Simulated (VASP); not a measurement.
# PtS2 (P-3m1) in VASP: relaxation of cell and atoms with r2SCAN

Aim: the relaxation of cell and atoms of PtS2 with r2SCAN.

Everything below comes from runs of VASP 6.6.1. Logs are shortened: lines on timing, memory, paths and dates and some standing lists are left out, and cuts for length are marked.

## Step 1: The cell of the first run

It takes space group P-3m1 (No. 164, trigonal). Conventional cell: a = 3.543 Å, b = 3.543 Å, c = 5.039 Å, α = 90.00°, β = 90.00°, γ = 120.00°. Pt (site symmetry -3m) has 6 S at 2.34 Å within 3.1 Å. Within 3.1 Å of S (site symmetry 3m) lie 3 Pt at 2.34 Å and 3 S at 3.07 Å.

## Step 2: Relaxation of cell and atoms, r2SCAN

POSCAR

```
PtS2
1.0
    3.5432000000      0.0000000000      0.0000000000
   -1.7716000000      3.0685012107      0.0000000000
    0.0000000000      0.0000000000      5.0388000000
Pt S
1 2
Direct
    0.0000000000      0.0000000000      0.0000000000
    0.3333333333      0.6666666667      0.2270000000
    0.6666666667      0.3333333333      0.7730000000
```

INCAR.step1

```
ALGO = Normal ; EDIFF = 1E-4
ENCUT = 600 ; GGA = PE
ISMEAR = -1 ; LASPH = T
LCHARG = F ; LREAL = F
LWAVE = T ; NELM = 60
PREC = Accurate ; SIGMA = 0.05
```

INCAR.step2

```
ALGO = Normal ; EDIFF = 1E-6
EDIFFG = -0.05 ; ENCUT = 600
IBRION = 2 ; ISIF = 3
ISMEAR = -1 ; ISTART = 1
LASPH = T ; LCHARG = F
LMIXTAU = T ; LREAL = F
LWAVE = F ; METAGGA = R2SCAN
NELM = 60 ; NSW = 80
PREC = Accurate ; SIGMA = 0.05
```

KPOINTS

```
k-points
0
Gamma
  9 9 6
```

Potentials or basis: VASP PAW PBE potentials, release 64 (Pt, S).

Run with:

```bash
$ cat potpaw_PBE.64/Pt/POTCAR potpaw_PBE.64/S/POTCAR > POTCAR
$ cp INCAR.step1 INCAR
$ mpirun -np 1 vasp_std > vasp.out
$ cp INCAR.step2 INCAR
$ mpirun -np 1 vasp_std > vasp.out
```

OUTCAR:

```text
EDIFF = 1E-6
   EDIFFG = -0.05
   ENCUT = 600
   IBRION = 2
   ISIF = 3
   ISMEAR = -1
   ISTART = 1
   LASPH = T
   LREAL = F
   METAGGA = R2SCAN
   NELM = 60
   NSW = 80
   PREC = Accurate

 ion  position               nearest neighbor table
   1  0.000  0.000  0.000-   2 2.34   3 2.34   3 2.34   2 2.34   3 2.34   2 2.34
   2  0.333  0.667  0.227-   1 2.34   1 2.34   1 2.34
   3  0.667  0.333  0.773-   1 2.34   1 2.34   1 2.34

  LATTYP: Found a hexagonal cell.
 ALAT       =     3.5432000000
 C/A-ratio  =     1.4221043125

  Lattice vectors:

 A1 = (   3.5432000000,   0.0000000000,   0.0000000000)
 A2 = (  -1.7716000000,   3.0685012107,   0.0000000000)
 A3 = (   0.0000000000,   0.0000000000,   5.0388000000)

Analysis of symmetry for initial positions (statically):
=====================================================================
 Subroutine PRICEL returns:
 Original cell was already a primitive cell.

 Routine SETGRP: Setting up the symmetry group for a
 hexagonal supercell.

 Subroutine GETGRP returns: Found 12 space group operations
 (whereof 12 operations were pure point group operations)
 out of a pool of 24 trial point group operations.

The static configuration has the point symmetry D_3d.

Analysis of symmetry for dynamics (positions and initial velocities):
=====================================================================
 Subroutine PRICEL returns:
 Original cell was already a primitive cell.

 Routine SETGRP: Setting up the symmetry group for a
 hexagonal supercell.

 Subroutine GETGRP returns: Found 12 space group operations
 (whereof 12 operations were pure point group operations)
 out of a pool of 24 trial point group operations.

The dynamic configuration has the point symmetry D_3d.

 Subroutine INISYM returns: Found 12 space group operations
 (whereof 12 operations are pure point group operations),
 and found     1 'primitive' translations

----------------------------------------------------------------------------------------

                                     Primitive cell

  volume of cell :      54.7834

  direct lattice vectors                    reciprocal lattice vectors
     3.543200000  0.000000000  0.000000000     0.282230752  0.162946001  0.000000000
    -1.771600000  3.068501211  0.000000000     0.000000000  0.325892001  0.000000000
     0.000000000  0.000000000  5.038800000     0.000000000  0.000000000  0.198459951

  length of vectors
     3.543200000  3.543200000  5.038800000     0.325892001  0.325892001  0.198459951

  position of ions in fractional coordinates (direct lattice)
     0.000000000  0.000000000  0.000000000
     0.333333333  0.666666667  0.227000000
     0.666666667  0.333333333  0.773000000

  ion indices of the primitive-cell ions
   primitive index   ion index
                 1           1
                 2           2
                 3           3

----------------------------------------------------------------------------------------

 KPOINTS: k-points

Automatic generation of k-mesh.
 Grid dimensions read from file:
 generate k-points for:    9    9    6

 Generating k-lattice:

  Cartesian coordinates                     Fractional coordinates (reciprocal lattice)
     0.031358972  0.018105111  0.000000000     0.111111111  0.000000000  0.000000000
     0.000000000  0.036210222  0.000000000     0.000000000  0.111111111  0.000000000
     0.000000000  0.000000000  0.033076658     0.000000000  0.000000000  0.166666667

  Length of vectors
     0.036210222  0.036210222  0.033076658

  Shift w.r.t. Gamma in fractional coordinates (k-lattice)
     0.000000000  0.000000000  0.000000000

 Subroutine IBZKPT returns following result:
 ===========================================

 Found     62 irreducible k-points:

 Following reciprocal coordinates:
            Coordinates               Weight
  0.000000  0.000000  0.000000      1.000000
  0.111111 -0.000000  0.000000      6.000000
  0.222222  0.000000  0.000000      6.000000
  0.333333  0.000000  0.000000      6.000000
  0.444444  0.000000  0.000000      6.000000
  0.111111  0.111111  0.000000      6.000000
[... 16 lines left out ...]
  0.222222  0.111111  0.166667     12.000000
 -0.111111  0.333333  0.166667     12.000000
 [... further k-points ...]
   k-points           NKPTS =     62   k-points in BZ     NKDIM =     62   number of bands    NBANDS=     15
   number of dos      NEDOS =    301   number of ions     NIONS =      3
   total plane-waves  NPLWV =  31360
   dimension x,y,z NGX =    28 NGY =   28 NGZ =   40
   dimension x,y,z NGXF=    56 NGYF=   56 NGZF=   80
   ions per type =               1   2
   NGX,Y,Z   is equivalent  to a cutoff of  13.14, 13.14, 13.20 a.u.
   NGXF,Y,Z  is equivalent  to a cutoff of  26.28, 26.28, 26.39 a.u.
 SYSTEM =  unknown system
   PREC   = accura    normal or accurate (medium, high low for compatibility)
   ISTART =      1    job   : 0-new  1-cont  2-samecut
   ICHARG =      0    charge: 1-file 2-atom 10-const
   ISPIN  =      1    spin polarized calculation?
   LNONCOLLINEAR =      F non collinear calculations
   LSORBIT =      F    spin-orbit coupling
   LASPH  =      T    aspherical Exc in radial PAW
   ENCUT  =  600.0 eV  44.10 Ry    6.64 a.u.   7.08  7.08 10.06*2*pi/ulx,y,z
   NELM   =     60;   NELMIN=  2; NELMDL=  0     # of ELM steps
   EDIFF  = 0.1E-05   stopping-criterion for ELM
   LREAL  =      F    real-space projection
   EDIFFG = -.5E-01   stopping-criterion for IOM
   NSW    =     80    number of steps for IOM
   IBRION =      2    ionic relax: 0-MD 1-quasi-New 2-CG
   NFREE  =      1    steps in history (QN), initial steepest desc. (CG)
   ISIF   =      3    stress and relaxation
   ISYM   =      2    0-nonsym 1-usesym 2-fastsym
   POTIM  = 0.5000    time-step for ionic-motion
   TEBEG  =    0.0;   TEEND  =   0.0 temperature during run
   PSTRESS=    0.0 pullay stress
   NELECT =      22.0000    total number of electrons
   NUPDOWN=      -1.0000    fix difference up-down
   EMIN   =  10.00;   EMAX   =-10.00  energy-range for DOS
   EFERMI =   0.00;   METHOD = LEGACY
   ISMEAR =    -1;   SIGMA  =   0.05  broadening in eV -4-tet -1-fermi 0-gaus
   EFERMI_NEDOS =   21; number of points for ismear=-14 and -15
   IALGO  =     38    algorithm
   IMIX   =      4    mixing-type and parameters
     AMIX     =   0.40;   BMIX     =  1.00
     AMIX_MAG =   1.60;   BMIX_MAG =  1.00
  volume/ion in A,a.u.               =      18.26       123.23
  Fermi-wavevector in a.u.,A,eV,Ry     =   1.207812  2.282434 19.848315  1.458810
  Thomas-Fermi vector in A             =   2.343439
   LORBIT       =      0    0 simple, 1 ext, 2 COOP (PROOUT), +10 PAW based schemes
   METAGGA = R2SCAN    functional components
   LHFCALC =     F    Hartree Fock is set to
   AEXX    =    0.0000 exact exchange contribution
   IVDW    =     0    specifies the selected vdW correction
   LEPSILON=     F    determine dielectric tensor
   LRPA    =     F    only Hartree local field effects (RPA)
 conjugate gradient relaxation of ions
 non-spin polarized calculation
  energy-cutoff  :      600.00
  volume of cell :       54.78
 maximum number of plane-waves:      1863
   NGX = 15   NGY = 15   NGZ = 21

--------------------------------------- Ionic step        1  -------------------------------------------

 number of electron      22.0000001 magnetization

 Free energy of the ion-electron system (eV)
  ---------------------------------------------------
  ext. energy  EPLUGINS =         0.00000000
  ---------------------------------------------------
  free energy    TOTEN  =       -68.74061696 eV

  energy without entropy =      -68.74061609  energy(sigma->0) =      -68.74061653

------------------------ aborting loop because EDIFF is reached ----------------------------------------

  FORCE on cell =-STRESS in cart. coord.  units (eV):
  Direction    XX          YY          ZZ          XY          YZ          ZX
  --------------------------------------------------------------------------------------
  -------------------------------------------------------------------------------------
  Total        3.1514553      3.1514553      3.2174770      0.0000000      0.0000000     -0.0000000
  in kB       92.1664060     92.1664060     94.0972542      0.0000000      0.0000000     -0.0000000
  external PRESSURE =      92.8100221 kB  Pullay stress =       0.0000000 kB
[... 92 lines left out ...]
  FREE ENERGIE OF THE ION-ELECTRON SYSTEM (eV)
  ---------------------------------------------------
  free  energy   TOTEN  =       -68.8443273643 eV

  energy  without entropy=      -68.8443245665  energy(sigma->0) =      -68.84432597

[... ionic steps 4 to 11 ...]

--------------------------------------- Ionic step       12  -------------------------------------------

 number of electron      22.0000000 magnetization

------------------------ aborting loop because EDIFF is reached ----------------------------------------

  FORCE on cell =-STRESS in cart. coord.  units (eV):
  Direction    XX          YY          ZZ          XY          YZ          ZX
  --------------------------------------------------------------------------------------
  -------------------------------------------------------------------------------------
  Total        0.3346585      0.3346585      0.3539416      0.0000000     -0.0000000      0.0000000
  in kB        9.2320025      9.2320025      9.7639547      0.0000000     -0.0000000      0.0000000
  external PRESSURE =       9.4093199 kB  Pullay stress =       0.0000000 kB
[... 59 lines left out ...]
  energy  without entropy=      -68.8680435697  energy(sigma->0) =      -68.86804375

--------------------------------------- Ionic step       14  -------------------------------------------

 number of electron      21.9999995 magnetization

 Free energy of the ion-electron system (eV)
  ---------------------------------------------------
  ext. energy  EPLUGINS =         0.00000000
  ---------------------------------------------------
  free energy    TOTEN  =       -68.87070730 eV

  energy without entropy =      -68.87070709  energy(sigma->0) =      -68.87070720

 E-fermi :   5.8179     XC(G=0): -10.7777

 val. band max:        5.1364931153   @ k =   0.0000   0.2222   0.1667
 cond. band min:       6.4657663437   @ k =   0.0000   0.2222   0.3333
 fundamental gap:      1.3292732284
 Fermi energy:         5.8179155763

 k-point     1 :       0.0000    0.0000    0.0000
  band No.  band energies     occupation
      1     -10.1540      2.00000
      2      -7.5063      2.00000
      3      -1.3109      2.00000
      4      -1.1884      2.00000
      5      -1.1884      2.00000
      6       1.5844      2.00000
      7       1.5844      2.00000
      8       3.4592      2.00000
      9       4.3884      2.00000
     10       4.3884      2.00000
     11       5.0712      2.00000
     12       7.9228      0.00000
     13       7.9228      0.00000
     14      10.9728      0.00000
     15      11.2942      0.00000
[... 397 lines left out ...]
 k-point    24 :      -0.1111    0.3333    0.1667
  band No.  band energies     occupation
      1      -9.1269      2.00000
      2      -7.8603      2.00000
      3      -1.0171      2.00000
      4      -0.7736      2.00000
      5      -0.1205      2.00000
      6       0.2746      2.00000
      7       1.0369      2.00000
      8       2.3592      2.00000
      9       3.7021      2.00000
     10       3.8628      2.00000
     11       4.9645      2.00000
     12       6.6171      0.00000
     13       7.4197      0.00000
     14      11.6018      0.00000
     15      13.5657      0.00000

 [... further k-points ...]

------------------------ aborting loop because EDIFF is reached ----------------------------------------

  FORCE on cell =-STRESS in cart. coord.  units (eV):
  Direction    XX          YY          ZZ          XY          YZ          ZX
  --------------------------------------------------------------------------------------
  -------------------------------------------------------------------------------------
  Total        0.0571219      0.0571219      0.1475421      0.0000000     -0.0000000      0.0000000
  in kB        1.5356593      1.5356593      3.9665057      0.0000000     -0.0000000      0.0000000
  external PRESSURE =       2.3459414 kB  Pullay stress =       0.0000000 kB
[... 18 lines left out ...]
  FREE ENERGIE OF THE ION-ELECTRON SYSTEM (eV)
  ---------------------------------------------------
  free  energy   TOTEN  =       -68.8707072999 eV

  energy  without entropy=      -68.8707070908  energy(sigma->0) =      -68.87070720

 reached required accuracy - stopping structural energy minimisation
```

Run time: 17 min. Hardware: 1 thread of Oxide Virtual Turin-like, shared host; peak memory 0.2 GiB.

Results:

```yaml
Free_energy: -68.8707 eV
Relaxed_volume: 19.87 Å³/atom
Relaxed_cell: a = 3.553 Å, b = 3.553 Å, c = 5.452 Å, α = 90.00°, β = 90.00°, γ = 120.00°
Space_group_after_relaxing_to_0.1_Å: P-3m1 (No. 164)
Energy_gained_by_relaxing: 43.4 meV/atom
Ionic_steps: 14
Pressure_after_relaxing: 0.2 GPa
Largest_force_after_relaxing: 0.018 eV/Å
Band_gap_on_the_k_mesh: 1.33 eV (least direct gap 1.39 eV)
```

Forces on the atoms (eV/Å):
```
Pt   0.000  0.000  0.000
S    0.000  0.000  0.018
S    0.000  0.000 -0.018
```

Step by step:
```tsv
step	energy change (eV)	largest force (eV/Å)	pressure (GPa)	volume (Å³)
1	0.0000	1.2115	9.28	54.78
2	0.2112	1.2940	-12.65	63.61
3	-0.1037	0.1365	-0.71	57.76
4	-0.1039	0.1688	-0.42	57.65
5	-0.1167	0.0342	-0.18	57.55
6	-0.1208	0.0910	0.05	57.45
7	-0.1208	0.0971	0.06	57.45
8	-0.1219	0.0573	0.37	57.51
9	-0.1231	0.0458	1.17	57.66
10	-0.1234	0.0451	1.14	57.70
11	-0.1241	0.0429	1.08	57.83
12	-0.1253	0.0391	0.94	58.08
13	-0.1274	0.0320	0.68	58.58
14	-0.1301	0.0178	0.23	59.60
```

Final structure:
```yaml
crystal:
  lattice:
    - [3.55292, 0.00000, 0.00000]
    - [-1.77646, 3.07692, 0.00000]
    - [0.00000, 0.00000, 5.45151]
  atoms:
    - { symbol: Pt, position: [0.00000, 0.00000, 0.00000] }
    - { symbol: S, position: [0.33333, 0.66667, 0.22514] }
    - { symbol: S, position: [0.66667, 0.33333, 0.77486] }
```

Caveat: the PAW data sets were made with another functional, which shifts forces and pressure a little; spin-orbit coupling is left out, which moves the levels of the heavy elements. Zero-point motion and thermal expansion aren't in these numbers.
